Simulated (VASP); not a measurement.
## Pb: single point with PBE

Crystal: Pb.

```
CELL_PARAMETERS angstrom
0.12839 2.53563 2.53563
2.53563 0.12839 2.53563
2.53563 2.53563 0.12839
ATOMIC_POSITIONS crystal
Pb 0.00000 0.00000 0.00000
```

This cell differs from its parent crystal: ratio of the length along [111] to the lengths across it x 1.08, volume and fractional coordinates fixed.

```yaml
Program: VASP 6.6.1
Task: single point
Functional: PBE
Potentials_or_basis: VASP PAW PBE potentials, release 64 (Pb_d)
Cutoff: 520 eV
k_mesh: 18 × 18 × 18
Occupations: gaussian, width 0.15 eV
Spin: no spin polarisation
Dipole_correction: no
Further_INCAR_settings: ALGO = Fast; EDIFF = 1e-06; NBANDS = 13
```

- Pressure: 2.9 GPa
- Band gap on the k mesh: zero (bands 7 and 8 overlap by 7.62 eV)

Stress tensor (GPa, compression positive):
```
 2.93 -1.11 -1.11
-1.11  2.93 -1.11
-1.11 -1.11  2.93
```

Levels at points of the mesh, in eV from the Fermi level:
```csv
k point,band 4,band 5,band 6,band 7,band 8,band 9,band 10,band 11
"(0.00, 0.00, 0.00)",-16.98,-16.98,-11.87,6.02,8.03,8.03,10.01,10.17
"(0.50, 0.00, 0.00)",-16.87,-16.81,-7.96,-4.24,4.99,5.55,9.00,9.21
"(0.50, 0.50, 0.00)",-16.82,-16.80,-6.75,-3.36,1.47,2.62,5.19,6.87
"(0.50, 0.50, 0.50)",-16.87,-16.87,-8.84,-4.43,6.46,6.46,9.64,10.52
```

Wall time 6.3 min on 1 thread of Intel Xeon 8259CL, on a shared host, peak memory 0.33 GiB.

Caveat: spin-orbit coupling is left out, which moves the levels of the heavy elements.
